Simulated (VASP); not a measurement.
# TiB: electric field gradients with LDA

TiB:

```
CELL_PARAMETERS angstrom
0.00000 2.10100 2.07999
2.10100 0.00000 2.07999
2.10100 2.10100 0.00000
ATOMIC_POSITIONS crystal
Ti 0.75000 0.75000 0.75000
B 0.00000 0.00000 0.00000
```

This cell differs from its parent crystal: zz strain of -1 %.

```
Program                : VASP 6.6.1
Task                   : electric field gradients
Functional             : LDA
Potentials or basis    : VASP PAW LDA potentials, release 64 (Ti_sv, B)
Cutoff                 : 520 eV
k mesh                 : 13 × 13 × 13
Occupations            : fermi-dirac, width 0.05 eV
Spin                   : no spin polarisation
Dipole correction      : no
Further INCAR settings : ALGO = Normal; EDIFF = 1e-08; NBANDS = 14
```

The pressure is 109.7 GPa.

Stress tensor (GPa, compression positive):
```
110.50   0.00   0.00
  0.00 110.50   0.00
  0.00   0.00 108.23
```

Levels at points of the mesh, in eV from the Fermi level:
| k point | band 5 | band 6 | band 7 | band 8 | band 9 | band 10 | band 11 | band 12 |
| --- | --- | --- | --- | --- | --- | --- | --- | --- |
| (0.00, 0.00, 0.00) | -8.84 | -1.95 | -1.95 | -1.91 | 3.21 | 3.33 | 12.51 | 12.80 |

Electric field gradients, principal values (V/Å²):
```
atom   least  middle  greatest (by size)
1 Ti  -0.952  -0.954               1.906
 2 B  -0.026  -0.026               0.051
```

Run time: 47 s on 1 thread of Intel(R) Xeon(R) Platinum 8488C (Sapphire Rapids), on a shared host, peak memory 0.17 GiB.

Caveat: the cell differs from its parent crystal (zz strain of -1 %); without QUAD_EFG the Cq values of the log hold for a quadrupole moment of 1 mb, not for the nuclei.
